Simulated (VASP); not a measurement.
Here is a VASP 6.6.1 calculation.

Contents of INCAR:

```
PREC = Accurate ; ENCUT = 600
EDIFF = 1E-6 ; ISMEAR = 0
SIGMA = 0.1 ; LREAL = False
LASPH = True ; NELM = 60
ALGO = Normal ; ISIF = 3
LWAVE = False ; LCHARG = False
GGA = PE ; IBRION = 2
NSW = 90 ; EDIFFG = -0.04
```

File KPOINTS:

```
Automatic mesh
0
Gamma
  6 6 6
```

The input POSCAR:

```
SiC2F
1.0
    4.7277855000      0.0000000000      0.0000000000
   -2.3638927500      4.0943823500      0.0000000000
    0.0000000000      0.0000000000      3.1008230100
Si C F
1 2 1
Direct
    0.0000000000      0.0000000000      0.5000000000
    0.3333333300      0.6666666700      0.5000000000
    0.6666666700      0.3333333300      0.5000000000
    0.0000000000      0.0000000000      0.0000000000
```

Potentials or basis: VASP PAW PBE potentials, release 64 (Si, C, F).

Run with:

```bash
$ cat potpaw_PBE.64/Si/POTCAR potpaw_PBE.64/C/POTCAR potpaw_PBE.64/F/POTCAR > POTCAR
$ mpirun -np 1 vasp_std > vasp.out
```

Q: Estimate the relaxed cell.

A: a = 3.526 Å, b = 3.526 Å, c = 3.843 Å, α = 90.00°, β = 90.00°, γ = 120.00°.

Q: Estimate the space group after relaxing (to 0.05 Å).

A: P6/mmm (No. 191).

Q: Estimate the relaxed volume.

A: 10.34 Å³/atom.

Final structure:
```
Si C F
1.0
     3.52567    0.00000    0.00000
    -1.76284    3.05332    0.00000
     0.00000    0.00000    3.84251
Si C F
1 2 1
Direct
  0.00000 0.00000 0.50000
  0.33333 0.66667 0.50000
  0.66667 0.33333 0.50000
  0.00000 0.00000 0.00000
```

Caveat: the volume moved by over 15 % at a fixed basis, so the end points are rough; an odd number of electrons without spin polarisation forces a metal; a magnetic or distorted state may lie lower.
